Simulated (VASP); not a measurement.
# Fe (Im-3m) in VASP: further runs, part 2 of 3

VASP 6.6.1.

## (3) Single point, HF, collinear spin, ferromagnetic start

This run uses another cell than the first one, of 11.78 Å³/atom.

POSCAR reads:

```
Fe
1.0
   -1.4333151444      1.4333151444      1.4333151444
    1.4333151444     -1.4333151444      1.4333151444
    1.4333151444      1.4333151444     -1.4333151444
Fe
1
Direct
    0.0000000000      0.0000000000      0.0000000000
```

INCAR.step1 reads:

```
ALGO = Normal
EDIFF = 1E-5
ENCUT = 520
GGA = PE
ISIF = 2
ISMEAR = -1
ISPIN = 2
LASPH = T
LMAXMIX = 4
LORBIT = 11
LREAL = F
LWAVE = T
MAGMOM = 3
NBANDS = 14
NELM = 150
PREC = Accurate
SIGMA = 0.05
```

INCAR.step2 reads:

```
AEXX = 1.0
AGGAC = 0.0
ALDAC = 0.0
ALGO = Normal
EDIFF = 1E-6
ENCUT = 520
GGA = PE
ISIF = 2
ISMEAR = -1
ISPIN = 2
ISTART = 1
LASPH = T
LCHARG = T
LELF = T
LHFCALC = T
LMAXMIX = 4
LORBIT = 11
LREAL = F
LVHAR = T
LWAVE = F
MAGMOM = 3
NBANDS = 14
NELM = 150
PREC = Accurate
PRECFOCK = Normal
SIGMA = 0.05
```

KPOINTS reads:

```
k-points
0
Gamma
  7 7 7
```

Potentials or basis: VASP PAW PBE potentials, release 64 (Fe).

Command:

```bash
> cat potpaw_PBE.64/Fe/POTCAR > POTCAR
> cp INCAR.step1 INCAR
> mpirun -np 1 vasp_std > vasp.out
> cp INCAR.step2 INCAR
> mpirun -np 1 vasp_std > vasp.out
```

OUTCAR:

```text
AEXX = 1.0
   EDIFF = 1E-6
   ENCUT = 520
   GGA = PE
   ISIF = 2
   ISMEAR = -1
   ISPIN = 2
   ISTART = 1
   LASPH = T
   LHFCALC = T
   LORBIT = 11
   LREAL = F
   NELM = 150
   PREC = Accurate
   PRECFOCK = Normal

 ion  position               nearest neighbor table
   1  0.000  0.000  0.000-

  LATTYP: Found a body centered cubic cell.
 ALAT       =     2.8666302888

  Lattice vectors:

 A1 = (  -1.4333151444,   1.4333151444,   1.4333151444)
 A2 = (   1.4333151444,  -1.4333151444,   1.4333151444)
 A3 = (   1.4333151444,   1.4333151444,  -1.4333151444)

Analysis of symmetry for initial positions (statically):
=====================================================================
 Subroutine PRICEL returns:
 Original cell was already a primitive cell.

 Routine SETGRP: Setting up the symmetry group for a
 body centered cubic supercell.

 Subroutine GETGRP returns: Found 48 space group operations
 (whereof 48 operations were pure point group operations)
 out of a pool of 48 trial point group operations.

The static configuration has the point symmetry O_h .

Analysis of symmetry for dynamics (positions and initial velocities):
=====================================================================
 Subroutine PRICEL returns:
 Original cell was already a primitive cell.

 Routine SETGRP: Setting up the symmetry group for a
 body centered cubic supercell.

 Subroutine GETGRP returns: Found 48 space group operations
 (whereof 48 operations were pure point group operations)
 out of a pool of 48 trial point group operations.

The dynamic configuration has the point symmetry O_h .

Analysis of structural, dynamic, and magnetic symmetry:
=====================================================================
 Subroutine PRICEL returns:
 Original cell was already a primitive cell.

 Routine SETGRP: Setting up the symmetry group for a
 body centered cubic supercell.
[... 168 lines left out ...]
      5      -7.1939      1.00000
      6      -7.0873      1.00000
      7      38.7209      0.00000
      8      38.7209      0.00000
      9      38.7209      0.00000
     10      43.7391      0.00000
     11      43.7391      0.00000
     12      45.7976      0.00000
     13      45.7976      0.00000
     14      45.7976      0.00000
[... 308 lines left out ...]
  band No.  band energies     occupation
      1      -9.7012      1.00000
      2      -9.6154      1.00000
      3      -6.3068      1.00000
      4      -6.3068      1.00000
      5      -6.2093      1.00000
      6      18.3446      0.00000
      7      22.7346      0.00000
      8      22.7346      0.00000
      9      26.9989      0.00000
     10      29.1627      0.00000
     11      35.6275      0.00000
     12      52.5208      0.00000
     13      58.0319      0.00000
     14      58.0319      0.00000
 Fermi energy:         9.0218179751

 spin component 2

 k-point     1 :       0.0000    0.0000    0.0000
  band No.  band energies     occupation
      1     -10.2127      1.00000
      2      14.7972      0.00000
      3      14.7972      0.00000
      4      14.7972      0.00000
      5      18.8453      0.00000
      6      18.8453      0.00000
      7      36.8176      0.00000
      8      36.8176      0.00000
      9      36.8176      0.00000
     10      44.6267      0.00000
     11      44.6267      0.00000
     12      47.8185      0.00000
     13      47.8192      0.00000
     14      47.8238      0.00000
[... 309 lines left out ...]
      1       1.9873      1.00000
      2       2.8466      1.00000
      3      17.1948      0.00000
      4      17.1948      0.00000
      5      19.0708      0.00000
      6      19.4924      0.00000
      7      23.0865      0.00000
      8      23.0865      0.00000
      9      33.6343      0.00000
     10      33.7274      0.00000
     11      36.5829      0.00000
     12      52.7063      0.00000
     13      58.6797      0.00000
     14      58.6797      0.00000

------------------------ aborting loop because EDIFF is reached ----------------------------------------

  FORCE on cell =-STRESS in cart. coord.  units (eV):
  Direction    XX          YY          ZZ          XY          YZ          ZX
  --------------------------------------------------------------------------------------
  -------------------------------------------------------------------------------------
  Total        3.8971393      3.8971393      3.8971393      0.0000000     -0.0000000      0.0000000
  in kB      530.1166559    530.1166559    530.1166559      0.0000000     -0.0000000      0.0000000
  external PRESSURE =     530.1166559 kB  Pullay stress =       0.0000000 kB

 VOLUME and BASIS-vectors are now :
 -----------------------------------------------------------------------------
  energy-cutoff  :      520.00
  volume of cell :       11.78
      direct lattice vectors                 reciprocal lattice vectors
    -1.433315144  1.433315144  1.433315144     0.000000000  0.348841636  0.348841636
     1.433315144 -1.433315144  1.433315144     0.348841636  0.000000000  0.348841636
     1.433315144  1.433315144 -1.433315144     0.348841636  0.348841636  0.000000000

 POSITION                                       TOTAL-FORCE (eV/Angst)
 -----------------------------------------------------------------------------------
      0.00000      0.00000      0.00000         0.000000      0.000000     -0.000000
 -----------------------------------------------------------------------------------
    total drift:                               -0.000013     -0.000005     -0.000001

  FREE ENERGIE OF THE ION-ELECTRON SYSTEM (eV)
  ---------------------------------------------------
  free  energy   TOTEN  =       -27.1358371730 eV

  energy  without entropy=      -27.1334243300  energy(sigma->0) =      -27.13463075

 total charge

# of ion       s       p       d       tot
------------------------------------------
    1        0.571   0.700   6.021   7.291

 magnetization (x)

# of ion       s       p       d       tot
------------------------------------------
    1       -0.051  -0.257   3.593   3.285
```

OUTCAR.step1:

```text
EDIFF = 1E-5
   ENCUT = 520
   GGA = PE
   ISIF = 2
   ISMEAR = -1
   ISPIN = 2
   LASPH = T
   LORBIT = 11
   LREAL = F
[... 910 lines left out ...]
    total drift:                                0.000000      0.000000      0.000000

  FREE ENERGIE OF THE ION-ELECTRON SYSTEM (eV)
  ---------------------------------------------------
  free  energy   TOTEN  =        -8.2489714208 eV

  energy  without entropy=       -8.2432323924  energy(sigma->0) =       -8.24610191

 total charge

# of ion       s       p       d       tot
------------------------------------------
    1        0.472   0.511   6.212   7.195

 magnetization (x)

# of ion       s       p       d       tot
------------------------------------------
    1       -0.011  -0.041   2.366   2.314
```

OSZICAR.step1:

```text
N       E                     dE             d eps       ncg     rms          rms(c)
DAV:   1     0.199781582830E+02    0.19978E+02   -0.37874E+03  1248   0.680E+02
DAV:   2    -0.832640445376E+01   -0.28305E+02   -0.25781E+02  1204   0.125E+02
DAV:   3    -0.914782013480E+01   -0.82142E+00   -0.81807E+00  1362   0.220E+01
DAV:   4    -0.915060212772E+01   -0.27820E-02   -0.27817E-02  1288   0.111E+00
DAV:   5    -0.915061542163E+01   -0.13294E-04   -0.13294E-04  1366   0.796E-02    0.110E+01
DAV:   6    -0.833820069585E+01    0.81241E+00   -0.10291E+01  1360   0.368E+01    0.599E+00
DAV:   7    -0.826422019152E+01    0.73981E-01   -0.74157E-01  1342   0.948E+00    0.348E+00
DAV:   8    -0.825617569780E+01    0.80445E-02   -0.95568E-03  1346   0.678E-01    0.140E+00
DAV:   9    -0.824876241452E+01    0.74133E-02   -0.55992E-03  1510   0.400E-01    0.327E-01
DAV:  10    -0.824880879053E+01   -0.46376E-04   -0.11501E-03  1330   0.303E-01    0.145E-01
DAV:  11    -0.824896719127E+01   -0.15840E-03   -0.84669E-05  1262   0.879E-02    0.335E-02
DAV:  12    -0.824897142075E+01   -0.42295E-05   -0.50561E-06   752   0.157E-02
   1 F= -.82489714E+01 E0= -.82461019E+01  d E =-.573903E-02  mag=     2.3187
```

Run time: 14 min. Hardware: 1 thread of Intel Xeon 6975P-C (Granite Rapids), shared host; peak memory 0.13 GiB.

Results:

```yaml
Free_energy: -27.1358 eV
Pressure: 53.0 GPa
Net_moment: 3.17 μB per cell
Site_moments: Fe +3.29 μB
Valence_electrons_inside_the_program's_atomic_spheres: Fe 7.29
```

Caveat: the k points lie up to 0.44 Å⁻¹ apart; the PAW data sets were made with another functional, which shifts forces and pressure a little.

(Continued in part 3 of 3.)
